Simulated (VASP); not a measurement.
# Al (P6_3/mmc) in VASP: notebook

Runs on Al. Level: r2SCAN. Tasks: single point, relaxation of cell and atoms.

All numbers are computed with VASP 6.6.1; they aren't measurements. Logs are shortened: lines on timing, memory, paths and dates and some standing lists are left out, and cuts for length are marked.

## (1) The cell of the first run

Symmetry: P6_3/mmc, No. 194, hexagonal system. Conventional cell: a = 2.678 Å, b = 2.678 Å, c = 4.392 Å, α = 90.00°, β = 90.00°, γ = 120.00°. Within 3.5 Å of Al (site symmetry -6m2) lie 12 Al at 2.68 to 2.69 Å.

## (2) Single point, r2SCAN

Contents of POSCAR:

```
Al
1.0
    2.6783912129      0.0000000000      0.0000000000
   -1.3391956064      2.3195548316      0.0000000000
    0.0000000000      0.0000000000      4.3919008698
Al
2
Direct
    0.6666666667      0.3333333333      0.7500000000
    0.3333333333      0.6666666667      0.2500000000
```

Contents of INCAR.step1:

```
ALGO = Normal
EDIFF = 1E-4
ENCUT = 520
GGA = PE
ISMEAR = -1
LASPH = T
LCHARG = F
LREAL = F
LWAVE = T
NBANDS = 10
NELM = 60
PREC = Accurate
SIGMA = 0.1
```

Contents of INCAR.step2:

```
ALGO = Normal
EDIFF = 1E-7
ENCUT = 520
ISIF = 2
ISMEAR = -1
ISTART = 1
LASPH = T
LCHARG = F
LMIXTAU = T
LREAL = F
LWAVE = F
METAGGA = R2SCAN
NBANDS = 10
NELM = 60
PREC = Accurate
SIGMA = 0.1
```

Contents of KPOINTS:

```
k-points
0
Gamma
  11 11 6
```

Potentials or basis: VASP PAW PBE potentials, release 64 (Al).

Command:

```bash
$ cat potpaw_PBE.64/Al/POTCAR > POTCAR
$ cp INCAR.step1 INCAR
$ mpirun -np 1 vasp_std > vasp.out
$ cp INCAR.step2 INCAR
$ mpirun -np 1 vasp_std > vasp.out
```

OUTCAR:

```text
EDIFF = 1E-7
   ENCUT = 520
   ISIF = 2
   ISMEAR = -1
   ISTART = 1
   LASPH = T
   LREAL = F
   METAGGA = R2SCAN
   NELM = 60
   PREC = Accurate

 ion  position               nearest neighbor table
   1  0.667  0.333  0.750-   2 2.69   2 2.69   2 2.69   2 2.69   2 2.69   2 2.69
   2  0.333  0.667  0.250-   1 2.69   1 2.69   1 2.69   1 2.69   1 2.69   1 2.69

  LATTYP: Found a hexagonal cell.
 ALAT       =     2.6783912129
 C/A-ratio  =     1.6397533148

  Lattice vectors:

 A1 = (   2.6783912129,   0.0000000000,   0.0000000000)
 A2 = (  -1.3391956064,   2.3195548316,   0.0000000000)
 A3 = (   0.0000000000,   0.0000000000,   4.3919008698)

Analysis of symmetry for initial positions (statically):
=====================================================================
 Subroutine PRICEL returns:
 Original cell was already a primitive cell.

 Routine SETGRP: Setting up the symmetry group for a
 hexagonal supercell.

 Subroutine GETGRP returns: Found 24 space group operations
 (whereof 12 operations were pure point group operations)
 out of a pool of 24 trial point group operations.

The static configuration has the point symmetry D_3d.
 The point group associated with its full space group is D_6h.

Analysis of symmetry for dynamics (positions and initial velocities):
=====================================================================
 Subroutine PRICEL returns:
 Original cell was already a primitive cell.

 Routine SETGRP: Setting up the symmetry group for a
 hexagonal supercell.

 Subroutine GETGRP returns: Found 24 space group operations
 (whereof 12 operations were pure point group operations)
 out of a pool of 24 trial point group operations.

The dynamic configuration has the point symmetry D_3d.
 The point group associated with its full space group is D_6h.

 Subroutine INISYM returns: Found 24 space group operations
 (whereof 12 operations are pure point group operations),
 and found     1 'primitive' translations

----------------------------------------------------------------------------------------

                                     Primitive cell

  volume of cell :      27.2855

  direct lattice vectors                    reciprocal lattice vectors
     2.678391213  0.000000000  0.000000000     0.373358453  0.215558603  0.000000000
    -1.339195606  2.319554832  0.000000000     0.000000000  0.431117207  0.000000000
     0.000000000  0.000000000  4.391900870     0.000000000  0.000000000  0.227691842

  length of vectors
     2.678391213  2.678391213  4.391900870     0.431117207  0.431117207  0.227691842

  position of ions in fractional coordinates (direct lattice)
     0.666666667  0.333333333  0.750000000
     0.333333333  0.666666667  0.250000000

  ion indices of the primitive-cell ions
   primitive index   ion index
                 1           1
                 2           2

----------------------------------------------------------------------------------------

 KPOINTS: k-points

Automatic generation of k-mesh.
 Grid dimensions read from file:
 generate k-points for:   11   11    6

 Generating k-lattice:

  Cartesian coordinates                     Fractional coordinates (reciprocal lattice)
     0.033941678  0.019596237  0.000000000     0.090909091  0.000000000  0.000000000
     0.000000000  0.039192473  0.000000000     0.000000000  0.090909091  0.000000000
     0.000000000  0.000000000  0.037948640     0.000000000  0.000000000  0.166666667

  Length of vectors
     0.039192473  0.039192473  0.037948640

  Shift w.r.t. Gamma in fractional coordinates (k-lattice)
     0.000000000  0.000000000  0.000000000

 Subroutine IBZKPT returns following result:
 ===========================================

 Found     64 irreducible k-points:

 Following reciprocal coordinates:
            Coordinates               Weight
  0.000000  0.000000  0.000000      1.000000
  0.090909  0.000000  0.000000      6.000000
  0.181818  0.000000  0.000000      6.000000
  0.272727  0.000000  0.000000      6.000000
  0.363636  0.000000  0.000000      6.000000
  0.454545  0.000000  0.000000      6.000000
[... 16 lines left out ...]
  0.090909  0.090909  0.166667     12.000000
  0.181818  0.090909  0.166667     24.000000
 [... further k-points ...]
   k-points           NKPTS =     64   k-points in BZ     NKDIM =     64   number of bands    NBANDS=     10
   number of dos      NEDOS =    301   number of ions     NIONS =      2
   total plane-waves  NPLWV =  14400
   dimension x,y,z NGX =    20 NGY =   20 NGZ =   36
   dimension x,y,z NGXF=    40 NGYF=   40 NGZF=   72
   ions per type =               2
   NGX,Y,Z   is equivalent  to a cutoff of  12.41, 12.41, 13.63 a.u.
   NGXF,Y,Z  is equivalent  to a cutoff of  24.83, 24.83, 27.25 a.u.
 SYSTEM =  unknown system
   PREC   = accura    normal or accurate (medium, high low for compatibility)
   ISTART =      1    job   : 0-new  1-cont  2-samecut
   ICHARG =      0    charge: 1-file 2-atom 10-const
   ISPIN  =      1    spin polarized calculation?
   LNONCOLLINEAR =      F non collinear calculations
   LSORBIT =      F    spin-orbit coupling
   LASPH  =      T    aspherical Exc in radial PAW
   ENCUT  =  520.0 eV  38.22 Ry    6.18 a.u.   4.98  4.98  8.17*2*pi/ulx,y,z
   NELM   =     60;   NELMIN=  2; NELMDL=  0     # of ELM steps
   EDIFF  = 0.1E-06   stopping-criterion for ELM
   LREAL  =      F    real-space projection
   EDIFFG = 0.1E-05   stopping-criterion for IOM
   NSW    =      0    number of steps for IOM
   IBRION =     -1    ionic relax: 0-MD 1-quasi-New 2-CG
   NFREE  =      0    steps in history (QN), initial steepest desc. (CG)
   ISIF   =      2    stress and relaxation
   ISYM   =      2    0-nonsym 1-usesym 2-fastsym
   POTIM  = 0.5000    time-step for ionic-motion
   TEBEG  =    0.0;   TEEND  =   0.0 temperature during run
   PSTRESS=    0.0 pullay stress
   NELECT =       6.0000    total number of electrons
   NUPDOWN=      -1.0000    fix difference up-down
   EMIN   =  10.00;   EMAX   =-10.00  energy-range for DOS
   EFERMI =   0.00;   METHOD = LEGACY
   ISMEAR =    -1;   SIGMA  =   0.10  broadening in eV -4-tet -1-fermi 0-gaus
   EFERMI_NEDOS =   21; number of points for ismear=-14 and -15
   IALGO  =     38    algorithm
   IMIX   =      4    mixing-type and parameters
     AMIX     =   0.40;   BMIX     =  1.00
     AMIX_MAG =   1.60;   BMIX_MAG =  1.00
  volume/ion in A,a.u.               =      13.64        92.07
  Fermi-wavevector in a.u.,A,eV,Ry     =   0.988132  1.867298 13.284788  0.976404
  Thomas-Fermi vector in A             =   2.119636
   LORBIT       =      0    0 simple, 1 ext, 2 COOP (PROOUT), +10 PAW based schemes
   METAGGA = R2SCAN    functional components
   LHFCALC =     F    Hartree Fock is set to
   AEXX    =    0.0000 exact exchange contribution
   IVDW    =     0    specifies the selected vdW correction
   LEPSILON=     F    determine dielectric tensor
   LRPA    =     F    only Hartree local field effects (RPA)
 non-spin polarized calculation
  energy-cutoff  :      520.00
  volume of cell :       27.29
 maximum number of plane-waves:       760
 NGX is ok and might be reduce to    20
   NGX =  9   NGY =  9   NGZ = 17

 number of electron       6.0000000 magnetization

 Free energy of the ion-electron system (eV)
  ---------------------------------------------------
  ext. energy  EPLUGINS =         0.00000000
  ---------------------------------------------------
  free energy    TOTEN  =       -13.18457892 eV

  energy without entropy =      -13.16438194  energy(sigma->0) =      -13.17448043

 E-fermi :  10.2014     XC(G=0): -11.6346

 val. band max:       10.1812622794   @ k =   0.3636   0.2727   0.3333
 cond. band min:      10.2282791590   @ k =   0.3636   0.0909   0.3333
 fundamental gap:      0.0470168796
 Fermi energy:        10.2014029687

 k-point     1 :       0.0000    0.0000    0.0000
  band No.  band energies     occupation
      1      -3.1129      2.00000
      2       4.3107      2.00000
      3       5.2707      2.00000
      4      22.9575      0.00000
      5      22.9575      0.00000
      6      23.2465      0.00000
      7      23.2465      0.00000
      8      23.9002      0.00000
      9      27.2892      0.00000
     10      28.1199      0.00000

 k-point     2 :       0.0909    0.0000    0.0000
  band No.  band energies     occupation
      1      -2.8728      2.00000
      2       4.5312      2.00000
      3       5.4963      2.00000
      4      19.4450      0.00000
      5      21.1690      0.00000
      6      22.3595      0.00000
      7      25.0387      0.00000
      8      25.2732      0.00000
      9      26.1079      0.00000
     10      27.6213      0.00000

 k-point     3 :       0.1818    0.0000    0.0000
  band No.  band energies     occupation
      1      -2.1554      2.00000
      2       5.1933      2.00000
      3       6.1580      2.00000
      4      15.5016      0.00000
      5      19.6142      0.00000
      6      20.3404      0.00000
      7      22.2204      0.00000
      8      23.9038      0.00000
      9      25.9817      0.00000
     10      26.3003      0.00000

 k-point     4 :       0.2727    0.0000    0.0000
  band No.  band energies     occupation
      1      -0.9696      2.00000
      2       6.2984      2.00000
      3       7.1713      2.00000
      4      11.9264      0.00000
      5      18.0708      0.00000
      6      18.4467      0.00000
      7      18.5247      0.00000
      8      21.9348      0.00000
      9      24.6485      0.00000
     10      25.6741      0.00000
[... 222 lines left out ...]
 k-point    22 :       0.4545    0.0000    0.1667
  band No.  band energies     occupation
      1       2.9468      2.00000
      2       5.3538      2.00000
      3       8.2045      2.00000
      4      10.5161      0.08244
      5      13.1734      0.00000
      6      15.2762      0.00000
      7      17.4643      0.00000
      8      20.2053      0.00000
      9      21.8436      0.00000
     10      24.1116      0.00000

 k-point    23 :       0.0909    0.0909    0.1667
  band No.  band energies     occupation
      1      -2.1702      2.00000
      2       3.0635      2.00000
      3       8.2258      2.00000
      4      17.4639      0.00000
      5      18.0822      0.00000
      6      21.8661      0.00000
      7      22.4685      0.00000
      8      23.0704      0.00000
      9      25.3805      0.00000
     10      25.4847      0.00000

 k-point    24 :       0.1818    0.0909    0.1667
  band No.  band energies     occupation
      1      -1.2204      2.00000
      2       3.9651      2.00000
      3       9.0324      1.99998
      4      13.9663      0.00000
      5      16.2431      0.00000
      6      18.8981      0.00000
      7      20.9944      0.00000
      8      22.9662      0.00000
      9      23.4965      0.00000
     10      25.5649      0.00000

 [... further k-points ...]

------------------------ aborting loop because EDIFF is reached ----------------------------------------

  FORCE on cell =-STRESS in cart. coord.  units (eV):
  Direction    XX          YY          ZZ          XY          YZ          ZX
  --------------------------------------------------------------------------------------
  -------------------------------------------------------------------------------------
  Total        3.3280499      3.3280499      3.3172399      0.0000000      0.0000000      0.0000000
  in kB      195.4200973    195.4200973    194.7853442      0.0000000      0.0000000      0.0000000
  external PRESSURE =     195.2085129 kB  Pullay stress =       0.0000000 kB

 VOLUME and BASIS-vectors are now :
 -----------------------------------------------------------------------------
  energy-cutoff  :      520.00
  volume of cell :       27.29
      direct lattice vectors                 reciprocal lattice vectors
     2.678391213  0.000000000  0.000000000     0.373358453  0.215558603  0.000000000
    -1.339195606  2.319554832  0.000000000     0.000000000  0.431117207  0.000000000
     0.000000000  0.000000000  4.391900870     0.000000000  0.000000000  0.227691842

 POSITION                                       TOTAL-FORCE (eV/Angst)
 -----------------------------------------------------------------------------------
      1.33920      0.77318      3.29393         0.000000     -0.000000      0.000000
     -0.00000      1.54637      1.09798        -0.000000      0.000000     -0.000000
 -----------------------------------------------------------------------------------
    total drift:                                0.000000     -0.000000     -0.000000

  FREE ENERGIE OF THE ION-ELECTRON SYSTEM (eV)
  ---------------------------------------------------
  free  energy   TOTEN  =       -13.1845789248 eV

  energy  without entropy=      -13.1643819405  energy(sigma->0) =      -13.17448043
```

Run time: 43 s. Hardware: 1 thread of AMD EPYC 7R43 (Zen 3), shared host; peak memory 0.11 GiB.

Results:

```
Free energy            : -13.1846 eV
Pressure               : 19.5 GPa
Band gap on the k mesh : zero (band 3 reaches 14.74 eV, above the bottom of band 4 at 6.74 eV)
```

Caveat: the PAW data sets were made with another functional, which shifts forces and pressure a little.

## (3) Relaxation of cell and atoms, r2SCAN, target pressure 20 GPa, at which the enthalpy is minimised

This run uses another cell than the first one, of 16.67 Å³/atom, 1.222 times its volume.

Contents of POSCAR:

```
Al
1.0
    2.8124553500      0.0000000000      0.0000000000
   -1.4062276750      2.4356577801      0.0000000000
    0.0000000000      0.0000000000      4.8668500000
Al
2
Direct
    0.6666666667      0.3333333333      0.7500000000
    0.3333333333      0.6666666667      0.2500000000
```

Contents of INCAR.step1:

```
SYSTEM = Al
PREC = Accurate ; ENCUT = 600
ISMEAR = -1 ; SIGMA = 0.1
LREAL = .False. ; LASPH = .True.
NELM = 60 ; GGA = PE
ALGO = Normal ; EDIFF = 1E-4
LWAVE = .True. ; LCHARG = .False.
```

Contents of INCAR.step2:

```
SYSTEM = Al
PREC = Accurate ; ENCUT = 600
EDIFF = 1E-6 ; ISMEAR = -1
SIGMA = 0.1 ; LREAL = .False.
LASPH = .True. ; NELM = 60
ALGO = Normal ; ISIF = 3
LWAVE = .False. ; LCHARG = .False.
METAGGA = R2SCAN ; LMIXTAU = .True.
IBRION = 2 ; NSW = 60
EDIFFG = -0.005 ; PSTRESS = 200.0
ISTART = 1
```

Contents of KPOINTS:

```
Automatic mesh
0
Gamma
  11 11 6
  0 0 0
```

Potentials or basis: VASP PAW PBE potentials, release 64 (Al).

Command:

```bash
$ cat potpaw_PBE.64/Al/POTCAR > POTCAR
$ cp INCAR.step1 INCAR
$ mpirun -np 1 vasp_std > vasp.out
$ cp INCAR.step2 INCAR
$ mpirun -np 1 vasp_std > vasp.out
```

It took 6.1 min on 1 thread of AMD EPYC 7R43 (Zen 3), shared host; peak memory 0.13 GiB.

The run converged. Its results:

```
Free energy                                            : -13.1752 eV
Relaxed volume                                         : 13.60 Å³/atom
Relaxed cell                                           : a = 2.676 Å, b = 2.676 Å, c = 4.386 Å, α = 90.00°, β = 90.00°, γ = 120.00°
Space group after relaxing (to 0.05 Å)                 : P6_3/mmc (No. 194)
Energy change on relaxing (the enthalpy is what falls) : +110.4 meV/atom
Ionic steps                                            : 9
Pressure after relaxing                                : 20.0 GPa
Band gap on the k mesh                                 : zero (band 3 reaches 14.79 eV, above the bottom of band 4 at 6.77 eV)
```

Step by step:
```tsv
step	energy change (eV)	largest force (eV/Å)	pressure (GPa)	volume (Å³)
1	0.0000	0.0000	-3.12	33.34
2	1.1946	0.0000	58.04	23.02
3	0.2262	0.0000	19.64	27.34
4	0.2398	0.0000	20.31	27.23
5	0.2263	0.0000	20.24	27.17
6	0.2272	0.0000	20.28	27.16
7	0.2274	0.0000	20.29	27.16
8	0.2160	0.0000	19.74	27.25
9	0.2208	0.0000	19.97	27.21
```

Final structure:
```cif
data_structure
_symmetry_space_group_name_H-M 'P 1'
_symmetry_Int_Tables_number 1
_cell_length_a 2.6764
_cell_length_b 2.6764
_cell_length_c 4.3861
_cell_angle_alpha 90.000
_cell_angle_beta 90.000
_cell_angle_gamma 120.000
_cell_volume 27.21
loop_
_atom_site_label
_atom_site_type_symbol
_atom_site_fract_x
_atom_site_fract_y
_atom_site_fract_z
_atom_site_occupancy
Al1 Al 0.66667 0.33333 0.75000 1
Al2 Al 0.33333 0.66667 0.25000 1
```

Levels at points of the mesh, in eV from the Fermi level:
| k point | band 1 | band 2 | band 3 | band 4 | band 5 | band 6 | band 7 |
| --- | --- | --- | --- | --- | --- | --- | --- |
| (0.00, 0.00, 0.00) | -13.34 | -5.90 | -4.93 | 12.76 | 12.76 | 13.06 | 13.72 |
| (0.00, 0.00, 0.50) | -11.32 | -11.32 | 3.95 | 3.95 | 13.69 | 13.69 | 13.69 |

Caveat: the cell is relaxed towards a set pressure, so the enthalpy falls and the energy may rise; the volume moved by over 15 % at a fixed basis, so the end points are rough; the PAW data sets were made with another functional, which shifts forces and pressure a little.
